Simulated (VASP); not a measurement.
Runs of VASP 6.6.1 on F. The structure is that of space group Fm-3m (No. 225), or close to it. The cells are those of the table. 

| task | cell | k mesh | gap on the mesh (eV) | pressure (GPa) |
| --- | --- | --- | --- | --- |
| relaxation of cell and atoms | relaxed to 43 GPa from a = 2.112 Å, angles 60.0°, 1 atom | 19 × 19 × 19 | none | 43.0 |
| single point | a = 2.111 Å, angles 60.0°, 1 atom | 19 × 19 × 19 | none | 42.4 |
| relaxation of cell and atoms | relaxed to 43 GPa from a = 2.111 Å, angles 60.0°, 1 atom | 19 × 19 × 19 | none | 43.0 |
| single point | a = 2.112 Å, angles 60.0°, 1 atom | 19 × 19 × 19 | none | 42.1 |
| single point | a = 2.282 Å, angles 60.0°, 1 atom | 18 × 18 × 18 | none | (a) |

Alike in all rows: level LDA; potentials or basis VASP PAW LDA potentials, release 64 (F); no spin polarisation; cutoff (eV) 600; smearing fermi-dirac 0.05 eV.

Task: Fill in the values left out.

Result: (a) -0.6.

Caveats: an odd number of electrons without spin polarisation forces a metal; a magnetic or distorted state may lie lower; the cell is relaxed towards a set pressure, so the enthalpy falls and the energy may rise (some runs).

A gap of «none» marks levels without a gap at the run's occupations.
